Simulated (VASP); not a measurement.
# AlNi (rocksalt type) (Fm-3m) in VASP: a series of runs

The runs below take AlNi (rocksalt type) through single point, relaxation of cell and atoms, with PBE.

All numbers are computed with VASP 6.6.1; they aren't measurements. Logs are shortened: lines on timing, memory, paths and dates and some standing lists are left out, and cuts for length are marked.

## 1. The cell of the first run

It takes space group Fm-3m (No. 225, cubic). The conventional cell has a = 4.743 Å, b = 4.743 Å, c = 4.743 Å, α = 90.00°, β = 90.00°, γ = 90.00°. Within 3.1 Å of Ni (site symmetry m-3m) lie 6 Al at 2.37 Å. Al (site symmetry m-3m) has 6 Ni at 2.37 Å within 3.1 Å.

## 2. Single point, PBE

Input file INCAR:

```
SYSTEM = AlNi
PREC = Accurate
ENCUT = 520
EDIFF = 1E-7
ISMEAR = -1
SIGMA = 0.05
LREAL = .FALSE.
LASPH = .TRUE.
NELM = 60
ALGO = Normal
ISIF = 2
LWAVE = .FALSE.
LCHARG = .FALSE.
GGA = PE
NBANDS = 14
```

Input file KPOINTS:

```
Automatic mesh
0
G
  14 14 14
  0 0 0
```

Input file POSCAR:

```
AlNi
1.0
    0.0000000000      2.3714236984      2.3714236984
    2.3714236984      0.0000000000      2.3714236984
    2.3714236984      2.3714236984      0.0000000000
Ni Al
1 1
Direct
    0.0000000000      0.0000000000      0.0000000000
    0.5000000000      0.5000000000      0.5000000000
```

Potentials or basis: VASP PAW PBE potentials, release 64 (Ni, Al).

Started as:

```bash
$ cat potpaw_PBE.64/Ni/POTCAR potpaw_PBE.64/Al/POTCAR > POTCAR
$ mpirun -np 1 vasp_std > vasp.out
```

OUTCAR:

```text
SYSTEM = AlNi
   PREC = Accurate
   ENCUT = 520
   EDIFF = 1E-7
   ISMEAR = -1
   LREAL = .FALSE.
   LASPH = .TRUE.
   NELM = 60
   ISIF = 2
   GGA = PE

 ion  position               nearest neighbor table
   1  0.000  0.000  0.000-   2 2.37   2 2.37   2 2.37   2 2.37   2 2.37   2 2.37
   2  0.500  0.500  0.500-   1 2.37   1 2.37   1 2.37   1 2.37   1 2.37   1 2.37

  LATTYP: Found a face centered cubic cell.
 ALAT       =     4.7428473968

  Lattice vectors:

 A1 = (   0.0000000000,   2.3714236984,   2.3714236984)
 A2 = (   2.3714236984,   0.0000000000,   2.3714236984)
 A3 = (   2.3714236984,   2.3714236984,   0.0000000000)

Analysis of symmetry for initial positions (statically):
=====================================================================
 Subroutine PRICEL returns:
 Original cell was already a primitive cell.

 Routine SETGRP: Setting up the symmetry group for a
 face centered cubic supercell.

 Subroutine GETGRP returns: Found 48 space group operations
 (whereof 48 operations were pure point group operations)
 out of a pool of 48 trial point group operations.

The static configuration has the point symmetry O_h .

Analysis of symmetry for dynamics (positions and initial velocities):
=====================================================================
 Subroutine PRICEL returns:
 Original cell was already a primitive cell.

 Routine SETGRP: Setting up the symmetry group for a
 face centered cubic supercell.

 Subroutine GETGRP returns: Found 48 space group operations
 (whereof 48 operations were pure point group operations)
 out of a pool of 48 trial point group operations.

The dynamic configuration has the point symmetry O_h .

 Subroutine INISYM returns: Found 48 space group operations
 (whereof 48 operations are pure point group operations),
 and found     1 'primitive' translations

----------------------------------------------------------------------------------------

                                     Primitive cell

  volume of cell :      26.6721

  direct lattice vectors                    reciprocal lattice vectors
     0.000000000  2.371423698  2.371423698    -0.210843807  0.210843807  0.210843807
     2.371423698  0.000000000  2.371423698     0.210843807 -0.210843807  0.210843807
     2.371423698  2.371423698  0.000000000     0.210843807  0.210843807 -0.210843807

  length of vectors
     3.353699556  3.353699556  3.353699556     0.365192186  0.365192186  0.365192186

  position of ions in fractional coordinates (direct lattice)
     0.000000000  0.000000000  0.000000000
     0.500000000  0.500000000  0.500000000
[... 83 lines left out ...]
   ISIF   =      2    stress and relaxation
   ISYM   =      2    0-nonsym 1-usesym 2-fastsym
   POTIM  = 0.5000    time-step for ionic-motion
   TEBEG  =    0.0;   TEEND  =   0.0 temperature during run
   PSTRESS=    0.0 pullay stress
   NELECT =      13.0000    total number of electrons
   NUPDOWN=      -1.0000    fix difference up-down
   EMIN   =  10.00;   EMAX   =-10.00  energy-range for DOS
   EFERMI =   0.00;   METHOD = LEGACY
   ISMEAR =    -1;   SIGMA  =   0.05  broadening in eV -4-tet -1-fermi 0-gaus
   EFERMI_NEDOS =   21; number of points for ismear=-14 and -15
   IALGO  =     38    algorithm
   IMIX   =      4    mixing-type and parameters
     AMIX     =   0.40;   BMIX     =  1.00
     AMIX_MAG =   1.60;   BMIX_MAG =  1.00
  volume/ion in A,a.u.               =      13.34        90.00
  Fermi-wavevector in a.u.,A,eV,Ry     =   1.288359  2.434645 22.583877  1.659868
  Thomas-Fermi vector in A             =   2.420317
   LORBIT       =      0    0 simple, 1 ext, 2 COOP (PROOUT), +10 PAW based schemes
   GGA     = PE    functional components
   LHFCALC =     F    Hartree Fock is set to
   AEXX    =    0.0000 exact exchange contribution
   IVDW    =     0    specifies the selected vdW correction
   LEPSILON=     F    determine dielectric tensor
   LRPA    =     F    only Hartree local field effects (RPA)
 non-spin polarized calculation
  energy-cutoff  :      520.00
  volume of cell :       26.67
 maximum number of plane-waves:       732
 NGX is ok and might be reduce to    28
   NGX = 13   NGY = 13   NGZ = 13

 number of electron      13.0000003 magnetization

 Free energy of the ion-electron system (eV)
  ---------------------------------------------------
  ext. energy  EPLUGINS =         0.00000000
  ---------------------------------------------------
  free energy    TOTEN  =        -9.24359940 eV

  energy without entropy =       -9.23523343  energy(sigma->0) =       -9.23941641

 E-fermi :   8.6157     XC(G=0): -11.4547

 val. band max:        8.6098436629   @ k =  -0.2857   0.3571   0.0714
 cond. band min:       8.6162454561   @ k =  -0.3571   0.4286   0.2143
 fundamental gap:      0.0064017932
 Fermi energy:         8.6157127969

 k-point     1 :       0.0000    0.0000    0.0000
  band No.  band energies     occupation
      1      -1.6618      2.00000
      2       6.3382      2.00000
      3       6.3382      2.00000
      4       6.3382      2.00000
      5       6.4218      2.00000
      6       6.4218      2.00000
      7      15.7333      0.00000
      8      15.7333      0.00000
      9      15.7333      0.00000
     10      19.3937      0.00000
     11      19.3937      0.00000
     12      19.3937      0.00000
     13      20.3799      0.00000
     14      24.0459      0.00000
[... 377 lines left out ...]
      1      -0.1685      2.00000
      2       5.8305      2.00000
      3       5.9706      2.00000
      4       6.3065      2.00000
      5       6.6509      2.00000
      6       6.7669      2.00000
      7      11.1427      0.00000
      8      13.3648      0.00000
      9      15.7138      0.00000
     10      15.8414      0.00000
     11      18.0657      0.00000
     12      21.4130      0.00000
     13      21.4243      0.00000
     14      24.1728      0.00000

 [... further k-points ...]
[... 5 lines left out ...]
  --------------------------------------------------------------------------------------
  -------------------------------------------------------------------------------------
  Total        1.5438020      1.5438020      1.5438020      0.0000000      0.0000000     -0.0000000
  in kB       92.7352234     92.7352234     92.7352234      0.0000000      0.0000000     -0.0000000
  external PRESSURE =      92.7352234 kB  Pullay stress =       0.0000000 kB

 VOLUME and BASIS-vectors are now :
 -----------------------------------------------------------------------------
  energy-cutoff  :      520.00
  volume of cell :       26.67
      direct lattice vectors                 reciprocal lattice vectors
     0.000000000  2.371423698  2.371423698    -0.210843807  0.210843807  0.210843807
     2.371423698  0.000000000  2.371423698     0.210843807 -0.210843807  0.210843807
     2.371423698  2.371423698  0.000000000     0.210843807  0.210843807 -0.210843807

 POSITION                                       TOTAL-FORCE (eV/Angst)
 -----------------------------------------------------------------------------------
      0.00000      0.00000      0.00000         0.000000     -0.000000      0.000000
      2.37142      2.37142      2.37142        -0.000000      0.000000     -0.000000
 -----------------------------------------------------------------------------------
    total drift:                               -0.000000     -0.000000      0.000000

  FREE ENERGIE OF THE ION-ELECTRON SYSTEM (eV)
  ---------------------------------------------------
  free  energy   TOTEN  =        -9.2435993970 eV

  energy  without entropy=       -9.2352334260  energy(sigma->0) =       -9.23941641
```

It took 21 s on 1 thread of Intel Xeon 6975P-C (Granite Rapids), shared host; peak memory 0.17 GiB.

Results:

```yaml
Free_energy: -9.2436 eV
Pressure: 9.3 GPa
```

Levels at points of the mesh, in eV from the Fermi level:
```
           k point  band 2  band 3  band 4  band 5  band 6  band 7  band 8  band 9  band 10  band 11
(0.00, 0.00, 0.00)   -2.28   -2.28   -2.28   -2.19   -2.19    7.12    7.12    7.12    10.78    10.78
(0.50, 0.00, 0.00)   -5.53   -2.71   -2.71   -1.54   -1.54   -0.84    6.83    6.83     8.32     8.32
(0.50, 0.50, 0.00)   -3.74   -3.15   -1.86   -1.37   -1.37   -0.25    1.75    1.75     6.06     6.55
```

## 3. Single point, PBE

This run uses another cell than the first one, of 14.34 Å³/atom, 1.075 times its volume.

Input file INCAR:

```
SYSTEM = AlNi
  PREC = Accurate
  ENCUT = 520
  EDIFF = 1E-7
  ISMEAR = -1
  SIGMA = 0.05
  LREAL = .FALSE.
  LASPH = .TRUE.
  NELM = 100
  ALGO = Normal
  ISIF = 2
  LWAVE = .FALSE.
  LCHARG = .FALSE.
  GGA = PE
  NBANDS = 14
```

Input file KPOINTS:

```
regular mesh
0
G
  14 14 14
  0 0 0
```

Input file POSCAR:

```
AlNi
1.0
    0.0000000000      2.4293431236      2.4293431236
    2.4293431236      0.0000000000      2.4293431236
    2.4293431236      2.4293431236      0.0000000000
Ni Al
1 1
Direct
    0.0000000000      0.0000000000      0.0000000000
    0.5000000000      0.5000000000      0.5000000000
```

Potentials or basis: VASP PAW PBE potentials, release 64 (Ni, Al).

Started as:

```bash
$ cat potpaw_PBE.64/Ni/POTCAR potpaw_PBE.64/Al/POTCAR > POTCAR
$ mpirun -np 1 vasp_std > vasp.out
```

Run time: 20 s. Hardware: 1 thread of Intel Xeon 6975P-C (Granite Rapids), shared host; peak memory 0.18 GiB.

The run converged. Its results:

| Item | Value |
| --- | --- |
| Free energy | -9.2979 eV |
| Pressure | 0.0 GPa |

Levels at points of the mesh, in eV from the Fermi level:
| k point | band 3 | band 4 | band 5 | band 6 | band 7 | band 8 | band 9 | band 10 |
| --- | --- | --- | --- | --- | --- | --- | --- | --- |
| (0.00, 0.00, 0.00) | -2.03 | -2.03 | -1.97 | -1.97 | 6.68 | 6.68 | 6.68 | 10.46 |
| (0.50, 0.00, 0.00) | -2.46 | -2.46 | -1.38 | -1.38 | -0.77 | 6.66 | 6.66 | 7.82 |
| (0.50, 0.50, 0.00) | -2.80 | -1.68 | -1.23 | -1.23 | -0.25 | 1.70 | 1.70 | 5.47 |

[end of part 1 of 2]
